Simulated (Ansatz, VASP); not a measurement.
## Cu: VASP beside Ansatz

Contents of INCAR:

```
AGGAC = 1.0
AGGAX = 1.0
ALDAC = 0.0
ALDAX = 1.0
ALGO = Normal
EDIFF = 1E-7
EDIFFG = -0.02
ENCUT = 600
GGA = B5
GGA_COMPAT = F
IBRION = 2
ISIF = 3
ISMEAR = -1
IVDW = 12
LASPH = T
LCHARG = F
LREAL = F
LWAVE = F
NELM = 120
NELMIN = 4
NSW = 80
PREC = Accurate
SIGMA = 0.05
VDW_A1 = 0.4298
VDW_A2 = 4.2359
VDW_S6 = 1.0
VDW_S8 = 2.6996
```

Contents of KPOINTS:

```
k-points
0
Gamma
  13 13 13
```

POSCAR

```
Cu
1.0
    0.0000000000      1.8075000000      1.8075000000
    1.8075000000      0.0000000000      1.8075000000
    1.8075000000      1.8075000000      0.0000000000
Cu
1
Direct
    0.0000000000      0.0000000000      0.0000000000
```

The input input.yaml:

```yaml
crystal:
  lattice:
    - [0.0, 1.8075, 1.8075]
    - [1.8075, 0.0, 1.8075]
    - [1.8075, 1.8075, 0.0]
  atoms:
    - { symbol: Cu, position: [0.0, 0.0, 0.0] }
kpoints:
  mp_grid: { grid: [13, 13, 13] }
scf:
  occupations: { method: fermi_dirac, width: 0.05 }
hamiltonian:
  xc: blyp
  dispersion: d3bj
  pseudopotentials: { kind: all_electron, lapw: { basis_error: 0.001 } }
output:
  forces: true
  stress: true
relax:
  f_tol: 0.02
  max_steps: 60
  cell: {}
```

Alike in both runs: task relaxation of cell and atoms; functional BLYP; dispersion D3(BJ); k mesh 13 × 13 × 13; occupations fermi-dirac, width 0.05 eV; no spin polarisation.

```csv
,VASP,Ansatz
version,VASP 6.6.1,Ansatz 0.2.0
potentials or method,"VASP PAW PBE potentials, release 64 (Cu), cutoff 600 eV","all-electron LAPW, scalar-relativistic"
```

VASP gave:

```
relaxed volume (Å³/atom)                                     : 11.16
relaxed cell length with the largest relative difference (Å) : 2.508
```

Problem. What did Ansatz give for the same quantities?

Solution. Relaxed volume (Å³/atom): 11.12; relaxed cell length with the largest relative difference (Å): 2.505.

VASP's potentials were made for PBE, not for BLYP. Ansatz ran all-electron here, and VASP with PAW potentials.
